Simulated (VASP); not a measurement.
Runs of VASP 6.6.1 on AlN. The structure is that of space group Cc (No. 9), or close to it. The cells are those of the table. 

```csv
cell,gap on the mesh (eV),pressure (GPa),largest force (eV/Å)
"a = 3.165, b = 3.139, c = 5.073 Å, angles 81.5, 107.1, 120.3°, 4 atoms",2.42,(a),-
"a = 3.165, b = 3.139, c = 5.172 Å, angles 81.6, 106.9, 120.3°, 4 atoms",2.45,-2.1,-
"a = 3.165, b = 3.139, c = 4.875 Å, angles 81.3, 107.4, 120.3°, 4 atoms",2.30,11.0,0.01
"a = 3.139, b = 3.132, c = 5.031 Å, angles 85.7, 98.6, 120.1°, 4 atoms",3.44,0.2,0.01
"a = 3.139, b = 3.132, c = 4.931 Å, angles 85.7, 98.7, 120.1°, 4 atoms",3.49,4.2,0.01
"a = 3.139, b = 3.132, c = 4.831 Å, angles 85.6, 98.8, 120.1°, 4 atoms",3.52,8.4,0.01
"a = 3.165, b = 3.139, c = 4.974 Å, angles 81.4, 107.2, 120.3°, 4 atoms",2.37,6.2,0.01
"a = 3.139, b = 3.132, c = 5.231 Å, angles 85.8, 98.4, 120.1°, 4 atoms",3.25,-6.6,0.01
"a = 3.165, b = 3.139, c = 5.272 Å, angles 81.7, 106.7, 120.3°, 4 atoms",2.45,-5.6,-
"a = 3.139, b = 3.132, c = 5.131 Å, angles 85.8, 98.5, 120.1°, 4 atoms",3.36,(b),0.01
```

Alike in all rows: task single point; level PBE; potentials or basis VASP PAW PBE potentials, release 64 (Al, N); no spin polarisation; k mesh 9 × 9 × 6; cutoff (eV) 520; smearing gaussian 0.05 eV.

Question: Estimate the missing entries.

Answer: (a) 1.8; (b) -3.4.

A k mesh can miss the band edges.
